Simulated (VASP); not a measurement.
Wanted: the native input for a VASP 6.6.1 run.

* Task: single point
* Functional: PBEsol
* Potentials or basis: VASP PAW PBE potentials, release 64 (Hf_pv)
* Cutoff: 520 eV
* k mesh: 13 × 13 × 13
* Occupations: fermi-dirac, width 0.136057 eV
* Spin: no spin polarisation
* Dipole correction: no
* Further INCAR settings: ALGO = Normal; EDIFF = 1e-07; NBANDS = 11

The structure of Hf lies in POSCAR:

```
Hf
1.0
    0.0000000000      2.2111690954      2.2111690954
    2.2111690954      0.0000000000      2.2111690954
    2.2111690954      2.2111690954      0.0000000000
Hf
1
Direct
    0.0000000000      0.0000000000      0.0000000000
```

These files were run (other wordings do the same):

INCAR

```
PREC     = Accurate       # precision mode
ENCUT    = 520            # plane-wave cutoff, eV
EDIFF    = 1E-7           # SCF threshold, eV
ISMEAR   = -1             # smearing method
SIGMA    = 0.13605693000000002 # smearing width, eV
LREAL    = False          # projectors in reciprocal space
LASPH    = True           # aspherical terms in the spheres
NELM     = 100            # most SCF steps
ALGO     = Normal         # electronic algorithm
ISIF     = 2              # what is computed and relaxed
LWAVE    = False          # write WAVECAR
LCHARG   = False          # write CHGCAR
GGA      = PS             # functional
NBANDS   = 11             # bands
```

KPOINTS

```
Automatic mesh
0
Gamma
  13 13 13
```

Potentials or basis: VASP PAW PBE potentials, release 64 (Hf_pv).

Run with:

```console
$ cat potpaw_PBE.64/Hf_pv/POTCAR > POTCAR
$ mpirun -np 1 vasp_std > vasp.out
```

It gave:

```
Pressure               : -0.3 GPa
Band gap on the k mesh : zero (band 5 reaches 6.22 eV, above the bottom of band 6 at 4.26 eV)
```

Caveat: the PAW data sets were made with another functional, which shifts forces and pressure a little; spin-orbit coupling is left out, which moves the levels of the heavy elements.

Run time: 11 s on 1 thread of Intel(R) Xeon(R) Platinum 8375C CPU @ 2.90GHz (Ice Lake) (shared host), peak memory 0.15 GiB.
